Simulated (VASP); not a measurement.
Here is a VASP 6.6.1 calculation.

INCAR

```
SYSTEM = Sn2AuO2
PREC = Accurate ; ENCUT = 520
EDIFF = 1E-6 ; ISMEAR = 0
SIGMA = 0.05 ; LREAL = .False.
LASPH = .True. ; NELM = 150
ALGO = Normal ; ISIF = 2
LWAVE = .False. ; LCHARG = .False.
ISPIN = 2 ; MAGMOM = 0 0 0 0 1
LORBIT = 11 ; LMAXMIX = 4
LDIPOL = .True. ; IDIPOL = 3
DIPOL = 0.5 0.5 0.303 ; GGA = PE
IVDW = 12 ; NBANDS = 38
```

The input KPOINTS:

```
regular mesh
0
Gamma
  7 7 1
  0 0 0
```

POSCAR

```
Sn2AuO2
1.0
    3.8201707215      0.0000000000      0.0000000000
    0.0000000000      3.8201707215      0.0000000000
    0.0000000000      0.0000000000     19.3630363687
Sn O Au
2 2 1
Direct
    0.5000000000      0.0000000000      0.2065791709
    0.0000000000      0.5000000000      0.3286176944
    0.0000000000      0.0000000000      0.2675984327
    0.5000000000      0.5000000000      0.2675984327
    0.0000000000      0.6250000000      0.4422362385
```

Potentials or basis: VASP PAW PBE potentials, release 64 (Sn_d, O, Au).

Launch:

```sh
$ cat potpaw_PBE.64/Sn_d/POTCAR potpaw_PBE.64/O/POTCAR potpaw_PBE.64/Au/POTCAR > POTCAR
$ mpirun -np 1 vasp_std > vasp.out
```

(1) What does it give for the largest force?

(2) Predict the net moment.

(3) What does it give for the dispersion energy per atom?

Results:

(1) 6.281 eV/Å.

(2) -0.07 μB per cell.

(3) -0.182 eV.
